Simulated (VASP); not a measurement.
# Au (Fm-3m) in VASP: notebook, part 2 of 2

VASP 6.6.1. Earlier steps stand in the parts before.

## Step 3: Relaxation of cell and atoms, r2SCAN

This run uses another cell than the first one, of 16.95 Å³/atom, 0.967 times its volume.

Input file POSCAR:

```
Au
1.0
    0.0000000000      2.0388247748      2.0388247748
    2.0388247748      0.0000000000      2.0388247748
    2.0388247748      2.0388247748      0.0000000000
Au
1
Direct
    0.0000000000      0.0000000000      0.0000000000
```

Input file INCAR.step1:

```
SYSTEM = Au
PREC = Accurate ; ENCUT = 600
ISMEAR = -1 ; SIGMA = 0.05
LREAL = .False. ; LASPH = .True.
NELM = 100 ; GGA = PE
ALGO = Normal ; EDIFF = 1E-4
LWAVE = .True. ; LCHARG = .False.
```

Input file INCAR.step2:

```
SYSTEM = Au
PREC = Accurate ; ENCUT = 600
EDIFF = 1E-6 ; ISMEAR = -1
SIGMA = 0.05 ; LREAL = .False.
LASPH = .True. ; NELM = 100
ALGO = Normal ; ISIF = 3
LWAVE = .False. ; LCHARG = .False.
METAGGA = R2SCAN ; LMIXTAU = .True.
IBRION = 2 ; NSW = 60
EDIFFG = -0.005 ; ISTART = 1
```

Input file KPOINTS:

```
regular mesh
0
Gamma
  16 16 16
  0 0 0
```

Potentials or basis: VASP PAW PBE potentials, release 64 (Au).

Launch:

```
> cat potpaw_PBE.64/Au/POTCAR > POTCAR
> cp INCAR.step1 INCAR
> mpirun -np 1 vasp_std > vasp.out
> cp INCAR.step2 INCAR
> mpirun -np 1 vasp_std > vasp.out
```

OUTCAR:

```text
SYSTEM = Au
   PREC = Accurate
   ENCUT = 600
   EDIFF = 1E-6
   ISMEAR = -1
   LREAL = .False.
   LASPH = .True.
   NELM = 100
   ISIF = 3
   METAGGA = R2SCAN
   IBRION = 2
   NSW = 60
   EDIFFG = -0.005
   ISTART = 1

 ion  position               nearest neighbor table
   1  0.000  0.000  0.000-

  LATTYP: Found a face centered cubic cell.
 ALAT       =     4.0776495496

  Lattice vectors:

 A1 = (   0.0000000000,   2.0388247748,   2.0388247748)
 A2 = (   2.0388247748,   0.0000000000,   2.0388247748)
 A3 = (   2.0388247748,   2.0388247748,   0.0000000000)

Analysis of symmetry for initial positions (statically):
=====================================================================
 Subroutine PRICEL returns:
 Original cell was already a primitive cell.

 Routine SETGRP: Setting up the symmetry group for a
 face centered cubic supercell.

 Subroutine GETGRP returns: Found 48 space group operations
 (whereof 48 operations were pure point group operations)
 out of a pool of 48 trial point group operations.

The static configuration has the point symmetry O_h .

Analysis of symmetry for dynamics (positions and initial velocities):
=====================================================================
 Subroutine PRICEL returns:
 Original cell was already a primitive cell.

 Routine SETGRP: Setting up the symmetry group for a
 face centered cubic supercell.

 Subroutine GETGRP returns: Found 48 space group operations
 (whereof 48 operations were pure point group operations)
 out of a pool of 48 trial point group operations.

The dynamic configuration has the point symmetry O_h .

 Subroutine INISYM returns: Found 48 space group operations
 (whereof 48 operations are pure point group operations),
 and found     1 'primitive' translations

----------------------------------------------------------------------------------------

                                     Primitive cell

  volume of cell :      16.9500

  direct lattice vectors                    reciprocal lattice vectors
     0.000000000  2.038824775  2.038824775    -0.245239319  0.245239319  0.245239319
     2.038824775  0.000000000  2.038824775     0.245239319 -0.245239319  0.245239319
     2.038824775  2.038824775  0.000000000     0.245239319  0.245239319 -0.245239319

  length of vectors
     2.883333648  2.883333648  2.883333648     0.424766961  0.424766961  0.424766961

  position of ions in fractional coordinates (direct lattice)
     0.000000000  0.000000000  0.000000000

  ion indices of the primitive-cell ions
   primitive index   ion index
                 1           1

----------------------------------------------------------------------------------------

 KPOINTS: regular mesh

Automatic generation of k-mesh.
 Grid dimensions read from file:
 generate k-points for:   16   16   16

 Generating k-lattice:

  Cartesian coordinates                     Fractional coordinates (reciprocal lattice)
    -0.015327457  0.015327457  0.015327457     0.062500000  0.000000000  0.000000000
[... 21 lines left out ...]
  0.312500  0.000000  0.000000      8.000000
[... 16 lines left out ...]
 -0.125000  0.062500  0.000000     24.000000
 -0.062500  0.062500  0.000000     12.000000
 [... further k-points ...]
   k-points           NKPTS =    145   k-points in BZ     NKDIM =    145   number of bands    NBANDS=      9
   number of dos      NEDOS =    301   number of ions     NIONS =      1
   total plane-waves  NPLWV =  13824
   dimension x,y,z NGX =    24 NGY =   24 NGZ =   24
   dimension x,y,z NGXF=    48 NGYF=   48 NGZF=   48
   ions per type =               1
   NGX,Y,Z   is equivalent  to a cutoff of  13.84, 13.84, 13.84 a.u.
   NGXF,Y,Z  is equivalent  to a cutoff of  27.68, 27.68, 27.68 a.u.
 SYSTEM =  Au
   PREC   = accura    normal or accurate (medium, high low for compatibility)
   ISTART =      1    job   : 0-new  1-cont  2-samecut
   ICHARG =      0    charge: 1-file 2-atom 10-const
   ISPIN  =      1    spin polarized calculation?
   LNONCOLLINEAR =      F non collinear calculations
   LSORBIT =      F    spin-orbit coupling
   LASPH  =      T    aspherical Exc in radial PAW
   ENCUT  =  600.0 eV  44.10 Ry    6.64 a.u.   5.76  5.76  5.76*2*pi/ulx,y,z
   NELM   =    100;   NELMIN=  2; NELMDL=  0     # of ELM steps
   EDIFF  = 0.1E-05   stopping-criterion for ELM
   LREAL  =      F    real-space projection
   EDIFFG = -.5E-02   stopping-criterion for IOM
   NSW    =     60    number of steps for IOM
   IBRION =      2    ionic relax: 0-MD 1-quasi-New 2-CG
   NFREE  =      1    steps in history (QN), initial steepest desc. (CG)
   ISIF   =      3    stress and relaxation
   ISYM   =      2    0-nonsym 1-usesym 2-fastsym
   POTIM  = 0.5000    time-step for ionic-motion
   TEBEG  =    0.0;   TEEND  =   0.0 temperature during run
   PSTRESS=    0.0 pullay stress
   NELECT =      11.0000    total number of electrons
   NUPDOWN=      -1.0000    fix difference up-down
   EMIN   =  10.00;   EMAX   =-10.00  energy-range for DOS
   EFERMI =   0.00;   METHOD = LEGACY
   ISMEAR =    -1;   SIGMA  =   0.05  broadening in eV -4-tet -1-fermi 0-gaus
   EFERMI_NEDOS =   21; number of points for ismear=-14 and -15
   IALGO  =     38    algorithm
   IMIX   =      4    mixing-type and parameters
     AMIX     =   0.40;   BMIX     =  1.00
     AMIX_MAG =   1.60;   BMIX_MAG =  1.00
  volume/ion in A,a.u.               =      16.95       114.38
  Fermi-wavevector in a.u.,A,eV,Ry     =   1.417368  2.678436 27.333163  2.008931
  Thomas-Fermi vector in A             =   2.538605
   LORBIT       =      0    0 simple, 1 ext, 2 COOP (PROOUT), +10 PAW based schemes
   METAGGA = R2SCAN    functional components
   LHFCALC =     F    Hartree Fock is set to
   AEXX    =    0.0000 exact exchange contribution
   IVDW    =     0    specifies the selected vdW correction
   LEPSILON=     F    determine dielectric tensor
   LRPA    =     F    only Hartree local field effects (RPA)
 conjugate gradient relaxation of ions
 non-spin polarized calculation
  energy-cutoff  :      600.00
  volume of cell :       16.95
 maximum number of plane-waves:       588
   NGX = 11   NGY = 11   NGZ = 11

--------------------------------------- Ionic step        1  -------------------------------------------

 number of electron      10.9999999 magnetization

 Free energy of the ion-electron system (eV)
  ---------------------------------------------------
  ext. energy  EPLUGINS =         0.00000000
  ---------------------------------------------------
  free energy    TOTEN  =       -50.58386649 eV

  energy without entropy =      -50.58173549  energy(sigma->0) =      -50.58280099

------------------------ aborting loop because EDIFF is reached ----------------------------------------

  FORCE on cell =-STRESS in cart. coord.  units (eV):
  Direction    XX          YY          ZZ          XY          YZ          ZX
  --------------------------------------------------------------------------------------
  -------------------------------------------------------------------------------------
  Total        0.6637484      0.6637484      0.6637484      0.0000000      0.0000000      0.0000000
  in kB       62.7399792     62.7399792     62.7399792      0.0000000      0.0000000      0.0000000
  external PRESSURE =      62.7399792 kB  Pullay stress =       0.0000000 kB
[... 57 lines left out ...]
--------------------------------------- Ionic step        3  -------------------------------------------

 number of electron      11.0000001 magnetization

 Free energy of the ion-electron system (eV)
  ---------------------------------------------------
  ext. energy  EPLUGINS =         0.00000000
  ---------------------------------------------------
  free energy    TOTEN  =       -50.59551647 eV

  energy without entropy =      -50.59342212  energy(sigma->0) =      -50.59446929

 E-fermi :   8.7674     XC(G=0): -13.4080

 val. band max:        8.7569830067   @ k =   0.5000   0.3125   0.1250
 cond. band min:       8.8445984746   @ k =   0.5000   0.1875   0.0625
 fundamental gap:      0.0876154680
 Fermi energy:         8.7673898807

 k-point     1 :       0.0000    0.0000    0.0000
  band No.  band energies     occupation
      1      -0.9375      2.00000
      2       4.0353      2.00000
      3       4.0353      2.00000
      4       4.0353      2.00000
      5       5.4851      2.00000
      6       5.4851      2.00000
      7      24.1734      0.00000
      8      28.0738      0.00000
      9      28.0738      0.00000
[... 265 lines left out ...]
 k-point    24 :      -0.0625    0.0625    0.0000
  band No.  band energies     occupation
      1      -0.5748      2.00000
      2       3.9111      2.00000
      3       4.1453      2.00000
      4       4.1805      2.00000
      5       5.3667      2.00000
      6       5.5115      2.00000
      7      24.5354      0.00000
      8      26.3087      0.00000
      9      27.7789      0.00000

 [... further k-points ...]
[... 5 lines left out ...]
  --------------------------------------------------------------------------------------
  -------------------------------------------------------------------------------------
  Total       -0.0041100     -0.0041100     -0.0041100      0.0000000      0.0000000     -0.0000000
  in kB       -0.3745209     -0.3745209     -0.3745209      0.0000000      0.0000000     -0.0000000
  external PRESSURE =      -0.3745209 kB  Pullay stress =       0.0000000 kB
[... 16 lines left out ...]
  FREE ENERGIE OF THE ION-ELECTRON SYSTEM (eV)
  ---------------------------------------------------
  free  energy   TOTEN  =       -50.5955164689 eV

  energy  without entropy=      -50.5934221206  energy(sigma->0) =      -50.59446929

 reached required accuracy - stopping structural energy minimisation
```

OUTCAR.step1:

```text
SYSTEM = Au
   PREC = Accurate
   ENCUT = 600
   ISMEAR = -1
   LREAL = .False.
   LASPH = .True.
[... 504 lines left out ...]
 -----------------------------------------------------------------------------------
      0.00000      0.00000      0.00000         0.000000     -0.000000      0.000000
 -----------------------------------------------------------------------------------
    total drift:                               -0.000000      0.000000     -0.000000

  FREE ENERGIE OF THE ION-ELECTRON SYSTEM (eV)
  ---------------------------------------------------
  free  energy   TOTEN  =        -3.1938610268 eV

  energy  without entropy=       -3.1915184123  energy(sigma->0) =       -3.19268972
```

OSZICAR.step1:

```text
N       E                     dE             d eps       ncg     rms          rms(c)
DAV:   1     0.506792130591E+02    0.50679E+02   -0.64444E+03  2722   0.123E+03
DAV:   2    -0.302096618781E+01   -0.53700E+02   -0.51150E+02  2702   0.219E+02
DAV:   3    -0.345813166653E+01   -0.43717E+00   -0.43683E+00  3149   0.212E+01
DAV:   4    -0.345926064823E+01   -0.11290E-02   -0.11290E-02  2949   0.111E+00
DAV:   5    -0.345926819446E+01   -0.75462E-05   -0.75456E-05  2910   0.874E-02    0.958E+00
DAV:   6    -0.321590751549E+01    0.24336E+00   -0.76883E-01  2662   0.865E+00    0.604E+00
DAV:   7    -0.319609952764E+01    0.19808E-01   -0.82468E-02  2777   0.281E+00    0.276E+00
DAV:   8    -0.319387227248E+01    0.22273E-02   -0.21349E-03  2709   0.485E-01    0.242E-01
DAV:   9    -0.319386102684E+01    0.11246E-04   -0.65812E-06  1465   0.309E-02
   1 F= -.31938610E+01 E0= -.31926897E+01  d E =-.234261E-02
```

Wall time 3.9 min (1 thread of Intel Xeon 8259CL, shared host); peak memory 0.18 GiB.

Results:

- Free energy: -50.5955 eV
- Relaxed volume: 17.58 Å³/atom
- Relaxed cell: a = 2.919 Å, b = 2.919 Å, c = 2.919 Å, α = 60.00°, β = 60.00°, γ = 60.00°
- Space group after relaxing (to 0.05 Å): Fm-3m (No. 225)
- Energy gained by relaxing: 11.6 meV/atom
- Ionic steps: 3
- Pressure after relaxing: 0.0 GPa

The path:
```tsv
step	energy change (eV)	largest force (eV/Å)	pressure (GPa)	volume (Å³)
1	0.0000	0.0000	6.27	16.95
2	0.0152	0.0000	-7.54	18.63
3	-0.0116	0.0000	-0.04	17.58
```

Final structure:
```
Au
1.0
     0.00000    2.06387    2.06387
     2.06387    0.00000    2.06387
     2.06387    2.06387    0.00000
Au
1
Direct
  0.00000 0.00000 0.00000
```

Levels at points of the mesh, in eV from the Fermi level:
```csv
k point,band 4,band 5,band 6,band 7,band 8,band 9
"(0.00, 0.00, 0.00)",-4.73,-3.28,-3.28,15.41,19.31,19.31
"(0.50, 0.00, 0.00)",-2.10,-2.10,-0.60,3.05,14.88,17.72
"(0.50, 0.50, 0.00)",-1.78,-1.78,1.33,5.80,10.48,10.48
```

Caveat: the PAW data sets were made with another functional, which shifts forces and pressure a little; spin-orbit coupling is left out, which moves the levels of the heavy elements.
